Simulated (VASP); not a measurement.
# BaTiO3 (Cmmm) in VASP: single point with PBE

Aim: the single point of BaTiO3 with PBE.

All numbers are computed with VASP 6.6.1; they aren't measurements. Logs are shortened: lines on timing, memory, paths and dates and some standing lists are left out, and cuts for length are marked.

## Step 1: The cell of the first run

Symmetry: Cmmm, No. 65, orthorhombic system. The conventional cell has a = 5.512 Å, b = 5.785 Å, c = 3.994 Å, α = 90.00°, β = 90.00°, γ = 90.00°. Ba (site symmetry mmm) has 12 O at 2.76 to 2.89 Å and 8 Ti at 3.40 to 3.52 Å within 3.6 Å. Within 2.6 Å of Ti (site symmetry mmm) lie 6 O at 2.00 Å. Within 2.6 Å of O (site symmetry 2/m) lie 2 Ti at 2.00 Å. O (site symmetry mmm) has 2 Ti at 2.00 Å within 2.6 Å.

## Step 2: Single point, PBE (shear xy strain -4.8%)

Input file INCAR:

```
PREC = Accurate
ENCUT = 520
EDIFF = 1E-6
ISMEAR = -1
SIGMA = 0.02
LREAL = False
LASPH = True
NELM = 60
ALGO = Normal
ISIF = 2
LWAVE = False
LCHARG = False
GGA = PE
NBANDS = 28
```

Input file KPOINTS:

```
regular mesh
0
Gamma
  6 6 6
```

Input file POSCAR:

```
BaTiO3
1.0
    3.9940959546     -0.0966571221      0.0000000000
   -0.0966571221      3.9940959546      0.0000000000
    0.0000000000      0.0000000000      3.9940959546
Ba Ti O
1 1 3
Direct
    0.5000000000      0.5000000000      0.5000000000
    0.0000000000      0.0000000000      0.0000000000
    0.5000000000      0.0000000000      0.0000000000
    0.0000000000      0.5000000000      0.0000000000
    0.0000000000      0.0000000000      0.5000000000
```

Potentials or basis: VASP PAW PBE potentials, release 64 (Ba_sv, Ti_sv, O).

Started as:

```console
$ cat potpaw_PBE.64/Ba_sv/POTCAR potpaw_PBE.64/Ti_sv/POTCAR potpaw_PBE.64/O/POTCAR > POTCAR
$ mpirun -np 1 vasp_std > vasp.out
```

OUTCAR:

```text
PREC = Accurate
   ENCUT = 520
   EDIFF = 1E-6
   ISMEAR = -1
   LREAL = False
   LASPH = True
   NELM = 60
   ISIF = 2
   GGA = PE

 ion  position               nearest neighbor table
   1  0.500  0.500  0.500-   5 2.76   5 2.76   3 2.82   3 2.82   4 2.82   3 2.82   3 2.82   4 2.82
                             4 2.82   4 2.82   5 2.89   5 2.89   2 3.40   2 3.40   2 3.40   2 3.40
   2  0.000  0.000  0.000-   5 2.00   5 2.00   3 2.00   4 2.00   4 2.00   3 2.00   1 3.40   1 3.40
                             1 3.40   1 3.40   1 3.52   1 3.52   1 3.52   1 3.52
   3  0.500  0.000  0.000-   2 2.00   2 2.00   1 2.82   1 2.82   1 2.82   1 2.82
   4  0.000  0.500  0.000-   2 2.00   2 2.00   1 2.82   1 2.82   1 2.82   1 2.82
   5  0.000  0.000  0.500-   2 2.00   2 2.00   1 2.76   1 2.76   1 2.89   1 2.89

  LATTYP: Found a base centered orthorhombic cell.
 ALAT       =     5.5118108554
 B/A-ratio  =     1.0496003279
 C/A-ratio  =     0.7246431453

  Lattice vectors:

 A1 = (   3.9940959546,  -0.0966571221,   0.0000000000)
 A2 = (  -0.0966571221,   3.9940959546,   0.0000000000)
 A3 = (   0.0000000000,   0.0000000000,   3.9940959546)

Analysis of symmetry for initial positions (statically):
=====================================================================
 Subroutine PRICEL returns:
 Original cell was already a primitive cell.

 Routine SETGRP: Setting up the symmetry group for a
 base centered orthorhombic supercell.

 Subroutine GETGRP returns: Found  8 space group operations
 (whereof  8 operations were pure point group operations)
 out of a pool of  8 trial point group operations.

The static configuration has the point symmetry D_2h.

Analysis of symmetry for dynamics (positions and initial velocities):
=====================================================================
 Subroutine PRICEL returns:
 Original cell was already a primitive cell.

 Routine SETGRP: Setting up the symmetry group for a
 base centered orthorhombic supercell.

 Subroutine GETGRP returns: Found  8 space group operations
 (whereof  8 operations were pure point group operations)
 out of a pool of  8 trial point group operations.

The dynamic configuration has the point symmetry D_2h.

 Subroutine INISYM returns: Found  8 space group operations
 (whereof  8 operations are pure point group operations),
 and found     1 'primitive' translations

----------------------------------------------------------------------------------------

                                     Primitive cell

  volume of cell :      63.6797

[... 92 lines left out ...]
   ENCUT  =  520.0 eV  38.22 Ry    6.18 a.u.   7.43  7.43  7.43*2*pi/ulx,y,z
   NELM   =     60;   NELMIN=  2; NELMDL= -5     # of ELM steps
   EDIFF  = 0.1E-05   stopping-criterion for ELM
   LREAL  =      F    real-space projection
   EDIFFG = 0.1E-04   stopping-criterion for IOM
   NSW    =      0    number of steps for IOM
   IBRION =     -1    ionic relax: 0-MD 1-quasi-New 2-CG
   NFREE  =      0    steps in history (QN), initial steepest desc. (CG)
   ISIF   =      2    stress and relaxation
   ISYM   =      2    0-nonsym 1-usesym 2-fastsym
   POTIM  = 0.5000    time-step for ionic-motion
   TEBEG  =    0.0;   TEEND  =   0.0 temperature during run
   PSTRESS=    0.0 pullay stress
   NELECT =      40.0000    total number of electrons
   NUPDOWN=      -1.0000    fix difference up-down
   EMIN   =  10.00;   EMAX   =-10.00  energy-range for DOS
   EFERMI =   0.00;   METHOD = LEGACY
   ISMEAR =    -1;   SIGMA  =   0.02  broadening in eV -4-tet -1-fermi 0-gaus
   EFERMI_NEDOS =   21; number of points for ismear=-14 and -15
   IALGO  =     38    algorithm
   IMIX   =      4    mixing-type and parameters
     AMIX     =   0.40;   BMIX     =  1.00
     AMIX_MAG =   1.60;   BMIX_MAG =  1.00
  volume/ion in A,a.u.               =      12.74        85.95
  Fermi-wavevector in a.u.,A,eV,Ry     =   1.402042  2.649476 26.745283  1.965723
  Thomas-Fermi vector in A             =   2.524844
   LORBIT       =      0    0 simple, 1 ext, 2 COOP (PROOUT), +10 PAW based schemes
   GGA     = PE    functional components
   LHFCALC =     F    Hartree Fock is set to
   AEXX    =    0.0000 exact exchange contribution
   IVDW    =     0    specifies the selected vdW correction
   LEPSILON=     F    determine dielectric tensor
   LRPA    =     F    only Hartree local field effects (RPA)
 non-spin polarized calculation
  energy-cutoff  :      520.00
  volume of cell :       63.68
 maximum number of plane-waves:      1739
 NGX is ok and might be reduce to    30
   NGX = 15   NGY = 15   NGZ = 15

 number of electron      39.9999972 magnetization

 Free energy of the ion-electron system (eV)
  ---------------------------------------------------
  ext. energy  EPLUGINS =         0.00000000
  ---------------------------------------------------
  free energy    TOTEN  =       -39.89380767 eV

  energy without entropy =      -39.89380767  energy(sigma->0) =      -39.89380767

 E-fermi :   4.4693     XC(G=0): -11.2959

 val. band max:        3.9246236419   @ k =   0.5000   0.5000   0.5000
 cond. band min:       5.5506402795   @ k =   0.0000   0.0000   0.0000
 fundamental gap:      1.6260166376
 Fermi energy:         4.4693007668

 k-point     1 :       0.0000    0.0000    0.0000
  band No.  band energies     occupation
      1     -52.7280      2.00000
      2     -28.9629      2.00000
      3     -28.9439      2.00000
      4     -28.9206      2.00000
      5     -20.9105      2.00000
      6     -13.0199      2.00000
[... 733 lines left out ...]
     27      12.1639      0.00000
     28      12.5267      0.00000

 [... further k-points ...]
[... 5 lines left out ...]
  --------------------------------------------------------------------------------------
  -------------------------------------------------------------------------------------
  Total        2.1294120      2.1294120      2.0575148      2.4600096      0.0000000      0.0000000
  in kB       53.5758683     53.5758683     51.7669381     61.8936827      0.0000000      0.0000000
  external PRESSURE =      52.9728915 kB  Pullay stress =       0.0000000 kB

 VOLUME and BASIS-vectors are now :
 -----------------------------------------------------------------------------
  energy-cutoff  :      520.00
  volume of cell :       63.68
      direct lattice vectors                 reciprocal lattice vectors
     3.994095955 -0.096657122  0.000000000     0.250516261  0.006062494  0.000000000
    -0.096657122  3.994095955  0.000000000     0.006062494  0.250516261  0.000000000
     0.000000000  0.000000000  3.994095955     0.000000000  0.000000000  0.250369548

 POSITION                                       TOTAL-FORCE (eV/Angst)
 -----------------------------------------------------------------------------------
      1.94872      1.94872      1.99705        -0.000000      0.000000      0.000000
      0.00000      0.00000      0.00000         0.000000      0.000000      0.000000
      1.99705     -0.04833      0.00000        -0.000000      0.000000      0.000000
     -0.04833      1.99705      0.00000        -0.000000      0.000000      0.000000
      0.00000      0.00000      1.99705         0.000000      0.000000      0.000000
 -----------------------------------------------------------------------------------
    total drift:                                0.000000     -0.000000      0.000000

  FREE ENERGIE OF THE ION-ELECTRON SYSTEM (eV)
  ---------------------------------------------------
  free  energy   TOTEN  =       -39.8938076665 eV

  energy  without entropy=      -39.8938076665  energy(sigma->0) =      -39.89380767
```

Wall time 37 s (1 thread of Intel Xeon 6975P-C (Granite Rapids), shared host); peak memory 0.23 GiB.

Results:

```yaml
Free_energy: -39.8938 eV
Pressure: 5.3 GPa
Band_gap_on_the_k_mesh: 1.63 eV, indirect (least direct gap 1.64 eV)
```

Stress tensor (GPa, compression positive):
```
5.36 6.19 0.00
6.19 5.36 0.00
0.00 0.00 5.18
```

Caveat: the cell differs from its parent crystal (shear xy strain -4.8%); spin-orbit coupling is left out, which moves the levels of the heavy elements.
